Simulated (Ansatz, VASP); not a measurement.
## One calculation of Hg, two programs

INCAR

```
SYSTEM = Hg
ALGO = Normal
EDIFF = 1E-6
ENCUT = 550
GGA_COMPAT = .False.
ISIF = 2
ISMEAR = -1
LASPH = .True.
LCHARG = .False.
LREAL = .False.
LWAVE = .False.
NBANDS = 16
NELM = 120
PREC = Accurate
SIGMA = 0.1
```

KPOINTS

```
k-points
0
Gamma
  14 14 14
  0 0 0
```

File POSCAR:

```
Hg
1.0
    0.0000000000      2.1639077590      2.1639077590
    2.1639077590      0.0000000000      2.1639077590
    2.1639077590      2.1639077590      0.0000000000
Hg
1
Direct
    0.0000000000      0.0000000000      0.0000000000
```

Input for Ansatz:

```yaml
crystal:
  lattice:
    - [0.0, 2.163907759, 2.163907759]
    - [2.163907759, 0.0, 2.163907759]
    - [2.163907759, 2.163907759, 0.0]
  atoms:
    - { symbol: Hg, position: [0.0, 0.0, 0.0] }
hamiltonian:
  xc: lda
  pseudopotentials:
    kind: paw
    azcp:
      Hg: "pseudopotentials/Hg.paw.azcp"
basis:
  ecutwfc: 420
  fft_grid_basis: typed
kpoints:
  mp_grid: { grid: [14, 14, 14], shift: [0, 0, 0] }
magnetization:
  spin_polarized: false
scf:
  occupations: { method: fermi_dirac, width: 0.1 }
  lower_state_search: "off"
output:
  stress: true
  write_density: true
  write_potential: true
  elf: true
  volumetric_format: npy
```

Alike in both runs: task single point; functional LDA; k mesh 14 × 14 × 14; occupations fermi-dirac, width 0.1 eV; no spin polarisation.

|  | VASP | Ansatz |
| --- | --- | --- |
| version | VASP 6.6.1 | Ansatz 0.2.0 |
| potentials or method | VASP PAW LDA potentials, release 64 (Hg_sv_GW), cutoff 550 eV | plane waves (420 eV) with PAW, scalar-relativistic |
| valence electrons in the cell | 20 | 20 |

|  | VASP | Ansatz | Ansatz less VASP |
| --- | --- | --- | --- |
| pressure (GPa) | 5.7 | 5.6 | -0.03 |

Ansatz warns that its potentials were made for another functional, while VASP's fit it. LDA's correlation is that of Perdew and Zunger in VASP and of Perdew and Wang (1992) in Ansatz.

Neither program's run includes spin-orbit coupling.
